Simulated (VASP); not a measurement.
# Zr2Si2C (I4/mmm) in VASP: single point with PBE

Aim: the single point of Zr2Si2C with PBE.

Everything below comes from runs of VASP 6.6.1. Logs are shortened: lines on timing, memory, paths and dates and some standing lists are left out, and cuts for length are marked.

### Step 1. The cell of the first run

The structure is tetragonal, space group I4/mmm (No. 139). Conventional cell: a = 3.299 Å, b = 3.299 Å, c = 14.383 Å, α = 90.00°, β = 90.00°, γ = 90.00°. Zr (site symmetry 4mm) has 4 C at 2.70 Å and 5 Zr at 2.70 to 3.30 Å and 4 Si at 2.79 Å within 3.6 Å. Si (site symmetry -4m2) has 4 Si at 2.33 Å and 4 Zr at 2.79 Å within 3.1 Å. Within 3.6 Å of C (site symmetry 4/mmm) lie 8 Zr at 2.70 Å and 4 C at 3.30 Å.

The cell was generated, and may not be a known phase.

### Step 2. Single point, PBE

Contents of INCAR:

```
PREC = Accurate
ENCUT = 520
EDIFF = 1E-6
ISMEAR = 0
SIGMA = 0.1
LREAL = F
LASPH = T
NELM = 80
ALGO = Normal
ISIF = 2
LWAVE = F
LCHARG = F
GGA = PE
NBANDS = 26
```

Contents of KPOINTS:

```
Automatic mesh
0
Gamma
  16 16 16
```

Contents of POSCAR:

```
Zr2Si2C
1.0
   -1.6496105241      1.6496105241      7.1912696972
    1.6496105241     -1.6496105241      7.1912696972
    1.6496105241      1.6496105241     -7.1912696972
Zr Si C
2 2 1
Direct
    0.4060320331      0.4060320331      0.0000000000
    0.5939679669      0.5939679669      0.0000000000
    0.7500000000      0.2500000000      0.5000000000
    0.2500000000      0.7500000000      0.5000000000
    0.0000000000      0.0000000000      0.0000000000
```

Potentials or basis: VASP PAW PBE potentials, release 64 (Zr_sv, Si, C).

Launch:

```console
$ cat potpaw_PBE.64/Zr_sv/POTCAR potpaw_PBE.64/Si/POTCAR potpaw_PBE.64/C/POTCAR > POTCAR
$ mpirun -np 1 vasp_std > vasp.out
```

OUTCAR:

```text
PREC = Accurate
   ENCUT = 520
   EDIFF = 1E-6
   ISMEAR = 0
   LREAL = F
   LASPH = T
   NELM = 80
   ISIF = 2
   GGA = PE

 ion  position               nearest neighbor table
   1  0.406  0.406  0.000-   5 2.70   5 2.70   5 2.70   5 2.70   2 2.70   4 2.79   3 2.79   4 2.79
                             3 2.79
   2  0.594  0.594  0.000-   5 2.70   5 2.70   5 2.70   5 2.70   1 2.70   4 2.79   4 2.79   3 2.79
                             3 2.79
   3  0.750  0.250  0.500-   4 2.33   4 2.33   4 2.33   4 2.33   1 2.79   2 2.79   2 2.79   1 2.79

   4  0.250  0.750  0.500-   3 2.33   3 2.33   3 2.33   3 2.33   1 2.79   2 2.79   2 2.79   1 2.79

   5  0.000  0.000  0.000-   2 2.70   2 2.70   2 2.70   1 2.70   2 2.70   1 2.70   1 2.70   1 2.70

  LATTYP: Found a body centered tetragonal cell.
 ALAT       =     3.2992210482
 C/A-ratio  =     4.3593742839

  Lattice vectors:

 A1 = (  -1.6496105241,   1.6496105241,   7.1912696972)
 A2 = (   1.6496105241,  -1.6496105241,   7.1912696972)
 A3 = (   1.6496105241,   1.6496105241,  -7.1912696972)

Analysis of symmetry for initial positions (statically):
=====================================================================
 Subroutine PRICEL returns:
 Original cell was already a primitive cell.

 Routine SETGRP: Setting up the symmetry group for a
 body centered tetragonal supercell.

 Subroutine GETGRP returns: Found 16 space group operations
 (whereof 16 operations were pure point group operations)
 out of a pool of 16 trial point group operations.

The static configuration has the point symmetry D_4h.

Analysis of symmetry for dynamics (positions and initial velocities):
=====================================================================
 Subroutine PRICEL returns:
 Original cell was already a primitive cell.

 Routine SETGRP: Setting up the symmetry group for a
 body centered tetragonal supercell.

 Subroutine GETGRP returns: Found 16 space group operations
 (whereof 16 operations were pure point group operations)
 out of a pool of 16 trial point group operations.

The dynamic configuration has the point symmetry D_4h.

 Subroutine INISYM returns: Found 16 space group operations
 (whereof 16 operations are pure point group operations),
 and found     1 'primitive' translations

----------------------------------------------------------------------------------------

                                     Primitive cell

  volume of cell :      78.2760

  direct lattice vectors                    reciprocal lattice vectors
    -1.649610524  1.649610524  7.191269697     0.000000000  0.303101849  0.069528751
     1.649610524 -1.649610524  7.191269697     0.303101849  0.000000000  0.069528751
     1.649610524  1.649610524 -7.191269697     0.303101849  0.303101849  0.000000000

  length of vectors
     7.560210951  7.560210951  7.560210951     0.310974240  0.310974240  0.428650746

  position of ions in fractional coordinates (direct lattice)
     0.406032033  0.406032033  0.000000000
     0.593967967  0.593967967  0.000000000
     0.750000000  0.250000000  0.500000000
     0.250000000  0.750000000  0.500000000
     0.000000000  0.000000000  0.000000000

  ion indices of the primitive-cell ions
   primitive index   ion index
                 1           1
                 2           2
                 3           3
                 4           4
                 5           5

----------------------------------------------------------------------------------------

 KPOINTS: Automatic mesh

Automatic generation of k-mesh.
 Grid dimensions read from file:
 generate k-points for:   16   16   16

 Generating k-lattice:

  Cartesian coordinates                     Fractional coordinates (reciprocal lattice)
     0.000000000  0.018943866  0.004345547     0.062500000  0.000000000  0.000000000
     0.018943866  0.000000000  0.004345547     0.000000000  0.062500000  0.000000000
     0.018943866  0.018943866  0.000000000     0.000000000  0.000000000  0.062500000

  Length of vectors
     0.019435890  0.019435890  0.026790672

  Shift w.r.t. Gamma in fractional coordinates (k-lattice)
     0.000000000  0.000000000  0.000000000

 Subroutine IBZKPT returns following result:
 ===========================================

 Found    349 irreducible k-points:

 Following reciprocal coordinates:
            Coordinates               Weight
  0.000000  0.000000  0.000000      1.000000
  0.062500  0.000000  0.000000      8.000000
  0.125000  0.000000  0.000000      8.000000
  0.187500  0.000000  0.000000      8.000000
  0.250000  0.000000  0.000000      8.000000
  0.312500  0.000000  0.000000      8.000000
[... 16 lines left out ...]
 -0.125000  0.062500  0.000000     16.000000
 -0.062500  0.062500  0.000000      4.000000
 [... further k-points ...]
   k-points           NKPTS =    349   k-points in BZ     NKDIM =    349   number of bands    NBANDS=     26
   number of dos      NEDOS =    301   number of ions     NIONS =      5
   total plane-waves  NPLWV = 175616
   dimension x,y,z NGX =    56 NGY =   56 NGZ =   56
   dimension x,y,z NGXF=   112 NGYF=  112 NGZF=  112
   ions per type =               2   2   1
   NGX,Y,Z   is equivalent  to a cutoff of  12.31, 12.31, 12.31 a.u.
   NGXF,Y,Z  is equivalent  to a cutoff of  24.63, 24.63, 24.63 a.u.
 SYSTEM =  unknown system
   PREC   = accura    normal or accurate (medium, high low for compatibility)
   ISTART =      0    job   : 0-new  1-cont  2-samecut
   ICHARG =      2    charge: 1-file 2-atom 10-const
   ISPIN  =      1    spin polarized calculation?
   LNONCOLLINEAR =      F non collinear calculations
   LSORBIT =      F    spin-orbit coupling
   LASPH  =      T    aspherical Exc in radial PAW
   ENCUT  =  520.0 eV  38.22 Ry    6.18 a.u.  14.06 14.06 14.06*2*pi/ulx,y,z
   NELM   =     80;   NELMIN=  2; NELMDL= -5     # of ELM steps
   EDIFF  = 0.1E-05   stopping-criterion for ELM
   LREAL  =      F    real-space projection
   EDIFFG = 0.1E-04   stopping-criterion for IOM
   NSW    =      0    number of steps for IOM
   IBRION =     -1    ionic relax: 0-MD 1-quasi-New 2-CG
   NFREE  =      0    steps in history (QN), initial steepest desc. (CG)
   ISIF   =      2    stress and relaxation
   ISYM   =      2    0-nonsym 1-usesym 2-fastsym
   POTIM  = 0.5000    time-step for ionic-motion
   TEBEG  =    0.0;   TEEND  =   0.0 temperature during run
   PSTRESS=    0.0 pullay stress
   NELECT =      36.0000    total number of electrons
   NUPDOWN=      -1.0000    fix difference up-down
   EMIN   =  10.00;   EMAX   =-10.00  energy-range for DOS
   EFERMI =   0.00;   METHOD = LEGACY
   ISMEAR =     0;   SIGMA  =   0.10  broadening in eV -4-tet -1-fermi 0-gaus
   EFERMI_NEDOS =   21; number of points for ismear=-14 and -15
   IALGO  =     38    algorithm
   IMIX   =      4    mixing-type and parameters
     AMIX     =   0.40;   BMIX     =  1.00
     AMIX_MAG =   1.60;   BMIX_MAG =  1.00
  volume/ion in A,a.u.               =      15.66       105.65
  Fermi-wavevector in a.u.,A,eV,Ry     =   1.263668  2.387986 21.726543  1.596856
  Thomas-Fermi vector in A             =   2.397013
   LORBIT       =      0    0 simple, 1 ext, 2 COOP (PROOUT), +10 PAW based schemes
   GGA     = PE    functional components
   LHFCALC =     F    Hartree Fock is set to
   AEXX    =    0.0000 exact exchange contribution
   IVDW    =     0    specifies the selected vdW correction
   LEPSILON=     F    determine dielectric tensor
   LRPA    =     F    only Hartree local field effects (RPA)
 non-spin polarized calculation
 Gauss-broadening in eV      SIGMA  =   0.10
  energy-cutoff  :      520.00
  volume of cell :       78.28
 maximum number of plane-waves:      2144
   NGX = 29   NGY = 29   NGZ = 29

 number of electron      35.9999999 magnetization

 Free energy of the ion-electron system (eV)
  ---------------------------------------------------
  ext. energy  EPLUGINS =         0.00000000
  ---------------------------------------------------
  free energy    TOTEN  =       -37.17510034 eV

  energy without entropy =      -37.16679983  energy(sigma->0) =      -37.17095009

 E-fermi :   9.2007     XC(G=0): -11.4121

 val. band max:        9.1984123583   @ k =  -0.3750   0.3750   0.3125
 cond. band min:       9.2013363667   @ k =  -0.2500  -0.3750   0.1250
 fundamental gap:      0.0029240084
 Fermi energy:         9.2006739059

 k-point     1 :       0.0000    0.0000    0.0000
  band No.  band energies     occupation
      1     -39.5062      2.00000
      2     -39.3532      2.00000
      3     -18.1916      2.00000
      4     -17.2972      2.00000
      5     -17.2972      2.00000
      6     -17.1709      2.00000
[... 18 lines left out ...]
     25      12.8746      0.00000
     26      13.4323      0.00000

 k-point     2 :       0.0625    0.0000    0.0000
  band No.  band energies     occupation
      1     -39.5049      2.00000
      2     -39.3520      2.00000
      3     -18.1887      2.00000
      4     -17.3141      2.00000
      5     -17.2957      2.00000
      6     -17.1863      2.00000
[... 18 lines left out ...]
     25      13.1875      0.00000
     26      13.3395      0.00000

 k-point     3 :       0.1250    0.0000    0.0000
  band No.  band energies     occupation
      1     -39.5012      2.00000
      2     -39.3485      2.00000
      3     -18.1805      2.00000
      4     -17.3619      2.00000
      5     -17.2915      2.00000
      6     -17.2296      2.00000
[... 18 lines left out ...]
     25      13.4250      0.00000
     26      13.5373      0.00000

 k-point     4 :       0.1875    0.0000    0.0000
  band No.  band energies     occupation
      1     -39.4957      2.00000
      2     -39.3433      2.00000
      3     -18.1682      2.00000
      4     -17.4325      2.00000
      5     -17.2935      2.00000
      6     -17.2852      2.00000
[... 18 lines left out ...]
     25      13.5563      0.00000
     26      13.6399      0.00000

 k-point     5 :       0.2500    0.0000    0.0000
  band No.  band energies     occupation
      1     -39.4891      2.00000
      2     -39.3372      2.00000
      3     -18.1537      2.00000
      4     -17.5147      2.00000
      5     -17.3679      2.00000
      6     -17.2777      2.00000
[... 18 lines left out ...]
     25      13.4441      0.00000
     26      13.5350      0.00000

 k-point     6 :       0.3125    0.0000    0.0000
  band No.  band energies     occupation
      1     -39.4826      2.00000
      2     -39.3310      2.00000
      3     -18.1391      2.00000
      4     -17.5957      2.00000
      5     -17.4414      2.00000
      6     -17.2702      2.00000
[... 427 lines left out ...]
 k-point    21 :      -0.2500    0.0625    0.0000
  band No.  band energies     occupation
      1     -39.4879      2.00000
      2     -39.3360      2.00000
      3     -18.1519      2.00000
      4     -17.5128      2.00000
      5     -17.3663      2.00000
      6     -17.2939      2.00000
[... 18 lines left out ...]
     25      13.2651      0.00000
     26      13.5400      0.00000

 k-point    22 :      -0.1875    0.0625    0.0000
  band No.  band energies     occupation
      1     -39.4944      2.00000
      2     -39.3421      2.00000
      3     -18.1663      2.00000
      4     -17.4308      2.00000
      5     -17.3016      2.00000
      6     -17.2920      2.00000
[... 18 lines left out ...]
     25      13.4715      0.00000
     26      13.5753      0.00000

 k-point    23 :      -0.1250    0.0625    0.0000
  band No.  band energies     occupation
      1     -39.4999      2.00000
      2     -39.3473      2.00000
      3     -18.1783      2.00000
      4     -17.3603      2.00000
      5     -17.3081      2.00000
      6     -17.2283      2.00000
[... 18 lines left out ...]
     25      13.4891      0.00000
     26      13.5921      0.00000

 k-point    24 :      -0.0625    0.0625    0.0000
  band No.  band energies     occupation
      1     -39.5036      2.00000
      2     -39.3508      2.00000
      3     -18.1862      2.00000
      4     -17.3138      2.00000
      5     -17.3113      2.00000
      6     -17.1860      2.00000
[... 18 lines left out ...]
     25      13.2370      0.00000
     26      13.2989      0.00000

 [... further k-points ...]

------------------------ aborting loop because EDIFF is reached ----------------------------------------

  FORCE on cell =-STRESS in cart. coord.  units (eV):
  Direction    XX          YY          ZZ          XY          YZ          ZX
  --------------------------------------------------------------------------------------
  -------------------------------------------------------------------------------------
  Total       -0.0052781     -0.0052781      0.0419853      0.0000000     -0.0000000     -0.0000000
  in kB       -0.1080342     -0.1080342      0.8593682      0.0000000     -0.0000000     -0.0000000
  external PRESSURE =       0.2144333 kB  Pullay stress =       0.0000000 kB

 VOLUME and BASIS-vectors are now :
 -----------------------------------------------------------------------------
  energy-cutoff  :      520.00
  volume of cell :       78.28
      direct lattice vectors                 reciprocal lattice vectors
    -1.649610524  1.649610524  7.191269697     0.000000000  0.303101849  0.069528751
     1.649610524 -1.649610524  7.191269697     0.303101849  0.000000000  0.069528751
     1.649610524  1.649610524 -7.191269697     0.303101849  0.303101849  0.000000000

 POSITION                                       TOTAL-FORCE (eV/Angst)
 -----------------------------------------------------------------------------------
      0.00000      0.00000      5.83977        -0.000000     -0.000000     -0.013766
      0.00000      0.00000      8.54277        -0.000000     -0.000000      0.013766
     -0.00000      1.64961      3.59563         0.000000      0.000000      0.000000
      1.64961     -0.00000      3.59563         0.000000      0.000000      0.000000
      0.00000      0.00000      0.00000         0.000000      0.000000      0.000000
 -----------------------------------------------------------------------------------
    total drift:                                0.000000     -0.000000      0.000000

  FREE ENERGIE OF THE ION-ELECTRON SYSTEM (eV)
  ---------------------------------------------------
  free  energy   TOTEN  =       -37.1751003426 eV

  energy  without entropy=      -37.1667998318  energy(sigma->0) =      -37.17095009
```

Wall time 29 min (1 thread of Intel Xeon Platinum 8488C (Sapphire Rapids), shared host); peak memory 0.92 GiB.

Results:

* Free energy: -37.1751 eV
* Pressure: 0.0 GPa
* Largest force: 0.014 eV/Å
* Band gap on the k mesh: zero (bands 18 and 19 overlap by 1.18 eV)

Forces on the atoms (eV/Å):
```
Zr   0.000  0.000 -0.014
Zr   0.000  0.000  0.014
Si   0.000  0.000  0.000
Si   0.000  0.000  0.000
C    0.000  0.000  0.000
```

Stress tensor (GPa, compression positive):
```
-0.01  0.00  0.00
 0.00 -0.01  0.00
 0.00  0.00  0.09
```

Levels at points of the mesh, in eV from the Fermi level:
```csv
k point,band 14,band 15,band 16,band 17,band 18,band 19,band 20,band 21,band 22,band 23
"(0.00, 0.00, 0.00)",-1.89,-1.38,-1.35,-0.71,-0.71,-0.70,1.76,2.91,3.19,3.19
"(0.50, 0.00, 0.00)",-2.04,-0.76,-0.61,-0.29,-0.04,0.20,0.86,2.04,3.07,3.16
"(0.50, 0.50, 0.00)",-3.59,-3.04,-2.55,-1.41,-0.80,-0.07,2.19,2.88,3.82,4.12
"(0.50, 0.50, 0.50)",-2.17,-1.82,-1.19,-0.69,-0.11,-0.11,2.78,2.78,2.78,3.34
```
